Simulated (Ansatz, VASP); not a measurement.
**Two plane-wave programs on H**

The input INCAR:

```
  PREC = Accurate
  ENCUT = 520
  EDIFF = 1E-6
  ISMEAR = 0
  SIGMA = 0.05
  LREAL = F
  LASPH = T
  NELM = 60
  ALGO = Normal
  ISIF = 2
  LWAVE = F
  LCHARG = F
  LDIPOL = T
  IDIPOL = 3
  DIPOL = 0.5 0.5 0.682
  GGA = PE
  IVDW = 12
  NBANDS = 8
```

File KPOINTS:

```
regular mesh
0
Gamma
  3 3 1
```

The input POSCAR:

```
H
1.0
    5.9085268334      0.0000000000      0.0000000000
    0.0000000000      6.5169368715      0.0000000000
    0.0000000000      0.0000000000     24.1141649889
H
2
Direct
    0.3043698533      0.4509932953      0.6965666051
    0.3519130756      0.4635695000      0.6678302225
```

Input for Ansatz:

```yaml
crystal:
  lattice:
    - [5.9085268334, 0.0, 0.0]
    - [0.0, 6.5169368715, 0.0]
    - [0.0, 0.0, 24.1141649889]
  atoms:
    - { symbol: H, position: [0.3043698533, 0.4509932953, 0.6965666051] }
    - { symbol: H, position: [0.3519130756, 0.4635695, 0.6678302225] }
basis:
  ecutwfc: 420
kpoints:
  mp_grid: { grid: [3, 3, 1] }
hamiltonian:
  xc: pbe
  dispersion: d3bj
scf:
  occupations: { method: gaussian, width: 0.05 }
output:
  forces: true
  eigenvalues: true
  write_density: true
  volumetric_format: npy
efield:
  axis: 3
  dipole_correction: true
  ramp_width: 0.04
```

Alike in both runs: task single point; functional PBE; dispersion D3(BJ); k mesh 3 × 3 × 1; occupations gaussian, width 0.05 eV; no spin polarisation.

|  | VASP | Ansatz |
| --- | --- | --- |
| version | VASP 6.6.1 | Ansatz 0.2.0 |
| potentials or method | VASP PAW PBE potentials, release 64 (H), cutoff 520 eV | scalar-relativistic, plane waves, PAW |
| valence electrons in the cell | 2 | 2 |

Ansatz gave:

```
gap on the k mesh at the Fermi level (eV) : 10.03
rms of the force components (eV/Å)        : 0.038
```

Q: What did VASP give for the same quantities?

A: gap on the k mesh at the Fermi level (eV): 10.03; rms of the force components (eV/Å): 0.044.

Atom by atom the forces differ by 0.007 eV/Å (rms over components).
